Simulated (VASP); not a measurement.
Set up this calculation in VASP 6.6.1, as the native input.

```yaml
Task: single point
Functional: PBE
Dispersion: D3(BJ)
Potentials_or_basis: VASP PAW PBE potentials, release 64 (K_sv)
Cutoff: 520 eV
k_mesh: 12 × 12 × 12
Occupations: gaussian, width 0.1 eV
Spin: no spin polarisation
Dipole_correction: no
Further_INCAR_settings: ALGO = Normal; EDIFF = 1e-07; NBANDS = 10
```

The structure of K lies in POSCAR:

```
K
1.0
    0.0000000000      2.7618694554      2.7618694554
    2.7618694554      0.0000000000      2.7618694554
    2.7618694554      2.7618694554      0.0000000000
K
1
Direct
    0.0000000000      0.0000000000      0.0000000000
```

The input as run:

INCAR

```
SYSTEM = K
PREC     = Accurate       ! precision mode
ENCUT    = 520            ! plane-wave cutoff, eV
EDIFF    = 1E-7           ! SCF threshold, eV
ISMEAR   = 0              ! smearing method
SIGMA    = 0.1            ! smearing width, eV
LREAL    = .False.        ! projectors in reciprocal space
LASPH    = .True.         ! aspherical terms in the spheres
NELM     = 60             ! most SCF steps
ALGO     = Normal         ! electronic algorithm
ISIF     = 2              ! what is computed and relaxed
LWAVE    = .False.        ! write WAVECAR
LCHARG   = .False.        ! write CHGCAR
GGA      = PE             ! functional
IVDW     = 12             ! dispersion correction
NBANDS   = 10             ! bands
```

KPOINTS

```
regular mesh
0
Gamma
  12 12 12
  0 0 0
```

Potentials or basis: VASP PAW PBE potentials, release 64 (K_sv).

Run with:

```sh
$ cat potpaw_PBE.64/K_sv/POTCAR > POTCAR
$ mpirun -np 1 vasp_std > vasp.out
```

It gave:

```
Pressure                   : 5.0 GPa
Dispersion energy per atom : -0.195 eV
```

Caveat: pairwise dispersion overbinds metals, which lowers pressure and volume.

Wall time 17 s on 1 thread of Intel(R) Xeon(R) Platinum 8488C (Sapphire Rapids) (shared host), peak memory 0.18 GiB.
